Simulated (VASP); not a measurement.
## Sn: single point with PBEsol

Crystal: Sn.

```
Sn
1.0
    -1.73797    1.78731    2.35383
     1.73797   -1.78731    2.35383
     1.73797    1.78731   -2.35383
Sn
1
Direct
  0.00000 0.00000 0.00000
```

* Program: VASP 6.6.1
* Task: single point
* Functional: PBEsol
* Potentials or basis: VASP PAW PBE potentials, release 64 (Sn_d)
* Cutoff: 520 eV
* k mesh: 12 × 12 × 12
* Occupations: fermi-dirac, width 0.1 eV
* Spin: no spin polarisation
* Dipole correction: no
* Further INCAR settings: ALGO = Normal; EDIFF = 1e-06; NBANDS = 13

The pressure is -4.3 GPa. The band gap on the k mesh is zero (bands 7 and 8 overlap by 8.73 eV).

Stress tensor (GPa, compression positive):
```
-3.98  0.00  0.00
 0.00 -4.51  0.00
 0.00  0.00 -4.53
```

Levels at points of the mesh, in eV from the Fermi level:
| k point | band 3 | band 4 | band 5 | band 6 | band 7 | band 8 | band 9 | band 10 | band 11 | band 12 |
| --- | --- | --- | --- | --- | --- | --- | --- | --- | --- | --- |
| (0.00, 0.00, 0.00) | -21.41 | -21.38 | -21.35 | -10.64 | 6.87 | 7.01 | 7.40 | 10.60 | 11.03 | 11.52 |
| (0.50, 0.00, 0.00) | -21.41 | -21.31 | -21.29 | -6.82 | -4.30 | 5.13 | 5.87 | 9.53 | 10.06 | 10.12 |
| (0.00, 0.50, 0.00) | -21.40 | -21.30 | -21.30 | -6.58 | -4.23 | 4.72 | 5.57 | 9.05 | 9.58 | 10.01 |
| (0.50, 0.50, 0.00) | -21.31 | -21.30 | -21.28 | -5.24 | -3.49 | 2.03 | 2.41 | 5.45 | 5.89 | 18.95 |
| (0.50, 0.50, 0.50) | -21.31 | -21.28 | -21.28 | -4.51 | -3.00 | 1.20 | 1.83 | 4.58 | 5.43 | 19.07 |

It took 120 s on 1 thread of Intel Xeon 8259CL, with other jobs on the host, peak memory 0.23 GiB.

Caveat: the cell stands under tension; the PAW data sets were made with another functional, which shifts forces and pressure a little; spin-orbit coupling is left out, which moves the levels of the heavy elements.
